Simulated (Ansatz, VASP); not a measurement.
# Y in VASP and in Ansatz

```
CELL_PARAMETERS angstrom
0.00000 2.54786 2.54786
2.54786 0.00000 2.54786
2.54786 2.54786 0.00000
ATOMIC_POSITIONS crystal
Y 0.00000 0.00000 0.00000
```

Alike in both runs: task single point; functional PBE; k mesh 6 × 6 × 6; occupations gaussian, width 0.05 eV; no spin polarisation.

|  | VASP | Ansatz |
| --- | --- | --- |
| version | VASP 6.6.1 | Ansatz 0.2.0 |
| potentials or method | VASP PAW PBE potentials, release 64 (Y_sv), cutoff 520 eV | scalar-relativistic, plane waves, PAW |
| valence electrons in the cell | 11 | 11 |

```csv
,VASP,Ansatz,Ansatz less VASP
gap on the k mesh at the Fermi level (eV),none,none,-
pressure (GPa),-1.0,-0.9,+0.13
```

A gap of «none» marks a metal or a gap that the smearing closes.
